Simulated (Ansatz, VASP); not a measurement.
**One calculation of Ga2O3, two programs**

INCAR

```
PREC = Accurate ; ENCUT = 520
EDIFF = 1E-7 ; ISMEAR = 0
SIGMA = 0.05 ; LREAL = F
LASPH = T ; NELM = 80
ALGO = Normal ; ISIF = 2
LWAVE = F ; LCHARG = F
GGA = PE ; NBANDS = 55
```

File KPOINTS:

```
regular mesh
0
Gamma
  6 6 6
```

The input POSCAR:

```
Ga2O3
1.0
    2.5287245560      1.4599598031      4.7680869745
   -2.5287245560      1.4599598031      4.7680869745
    0.0000000000     -2.9199196063      4.7680869745
Ga O
4 6
Direct
    0.3558687539      0.3558687539      0.3558687539
    0.1441312461      0.1441312461      0.1441312461
    0.6441312461      0.6441312461      0.6441312461
    0.8558687539      0.8558687539      0.8558687539
    0.5531733332      0.9468266668      0.2500000000
    0.2500000000      0.5531733332      0.9468266668
    0.9468266668      0.2500000000      0.5531733332
    0.4468266668      0.0531733332      0.7500000000
    0.7500000000      0.4468266668      0.0531733332
    0.0531733332      0.7500000000      0.4468266668
```

Input for Ansatz:

```yaml
crystal:
  lattice:
    - [2.528724556, 1.4599598031, 4.7680869745]
    - [-2.528724556, 1.4599598031, 4.7680869745]
    - [0.0, -2.9199196063, 4.7680869745]
  atoms:
    - { symbol: Ga, position: [0.3558687539, 0.3558687539, 0.3558687539] }
    - { symbol: Ga, position: [0.1441312461, 0.1441312461, 0.1441312461] }
    - { symbol: Ga, position: [0.6441312461, 0.6441312461, 0.6441312461] }
    - { symbol: Ga, position: [0.8558687539, 0.8558687539, 0.8558687539] }
    - { symbol: O, position: [0.5531733332, 0.9468266668, 0.25] }
    - { symbol: O, position: [0.25, 0.5531733332, 0.9468266668] }
    - { symbol: O, position: [0.9468266668, 0.25, 0.5531733332] }
    - { symbol: O, position: [0.4468266668, 0.0531733332, 0.75] }
    - { symbol: O, position: [0.75, 0.4468266668, 0.0531733332] }
    - { symbol: O, position: [0.0531733332, 0.75, 0.4468266668] }
basis:
  ecutwfc: 420
kpoints:
  mp_grid: { grid: [6, 6, 6] }
hamiltonian:
  xc: pbe
scf:
  occupations: { method: gaussian, width: 0.05 }
output:
  forces: true
  stress: true
  eigenvalues: true
```

Change from the starting cell: strain +0.000 along x and y, +0.050 along z, atoms carried along.

Alike in both runs: task single point; functional PBE; k mesh 6 × 6 × 6; occupations gaussian, width 0.05 eV; no spin polarisation.

```csv
,VASP,Ansatz
version,VASP 6.6.1,Ansatz 0.2.0
potentials or method,"VASP PAW PBE potentials, release 64 (Ga_d, O), cutoff 520 eV","scalar-relativistic, plane waves, PAW"
valence electrons in the cell,88,88
```

Ansatz gave:

```
gap on the k mesh at the Fermi level (eV)                     : 1.88
least direct gap on the mesh (eV)                             : 2.03
pressure (GPa)                                                : -7.9
traceless stress, the component that is largest in VASP (GPa) : -7.26
rms of the force components (eV/Å)                            : 0.058
```

Q: Estimate VASP's values.

A: gap on the k mesh at the Fermi level (eV): 1.87; least direct gap on the mesh (eV): 2.02; pressure (GPa): -7.1; traceless stress, the component that is largest in VASP (GPa): -7.33; rms of the force components (eV/Å): 0.059.

Atom by atom the forces differ by 0.006 eV/Å (rms over components). The functional is the same, so the differences come from potentials, cutoffs and numerics.
